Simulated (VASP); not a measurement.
C13O: single point with PBEsol

C13O, a slab with vacuum:

```
C O
1.0
     2.51292    0.00000    0.00000
     0.00000    3.55381    0.00000
     0.00000    0.00000   26.43231
C O
13 1
Cartesian
  1.2565 0.0000 8.5000
  0.0000 0.8885 8.5000
  0.0000 1.7769 9.7565
  1.2565 2.6654 9.7565
  1.2565 0.0000 11.0129
  0.0000 0.8885 11.0129
  0.0000 1.7783 12.2663
  1.2565 2.6630 12.2695
  1.2565 -0.0005 13.5203
  0.0000 0.8922 13.5363
  0.0000 1.7581 14.7890
  1.2565 2.6466 14.8012
  1.2565 0.0989 15.9386
  1.2565 0.0871 17.1054
```

```yaml
Program: VASP 6.6.1
Task: single point
Functional: PBEsol
Potentials_or_basis: VASP PAW PBE potentials, release 64 (C, O)
Cutoff: 520 eV
k_mesh: 11 × 8 × 1
Occupations: gaussian, width 0.05 eV
Spin: no spin polarisation
Dipole_correction: yes
Further_INCAR_settings: ALGO = Normal; EDIFF = 1e-07; NBANDS = 42
```

- Largest force: 4.511 eV/Å
- Band gap on the k mesh: 0.02 eV

Forces on the atoms (eV/Å):
```
C    0.000  4.362  1.138
C    0.000 -4.365  1.139
C    0.000  1.138 -1.170
C    0.000 -1.130 -1.137
C    0.000  0.398 -0.032
C    0.000 -0.411 -0.011
C    0.000  0.005  0.011
C    0.000  0.009 -0.001
C    0.000  0.001  0.014
C    0.000 -0.005 -0.016
C    0.000 -0.034  0.029
C    0.000  0.011  0.012
C    0.000  0.025 -0.787
O    0.000 -0.004  0.812
```

Levels at points of the mesh, in eV from the valence-band top:
```
           k point  band 25  band 26  band 27  band 28  band 29  band 30  band 31  band 32  band 33  band 34
(0.00, 0.00, 0.00)    -2.62    -1.43    -1.04    -0.66    -0.58     1.91     2.48     4.38     4.59     4.66
(0.00, 0.50, 0.00)    -3.58    -3.52    -2.60    -1.73    -0.47     0.11     2.87     3.95     4.75     5.15
```

Run time: 5.6 min on 1 thread of AMD EPYC 9R45 96-Core Processor (Zen 5), on a shared host, peak memory 0.4 GiB.

Caveat: the PAW data sets were made with another functional, which shifts forces and pressure a little.
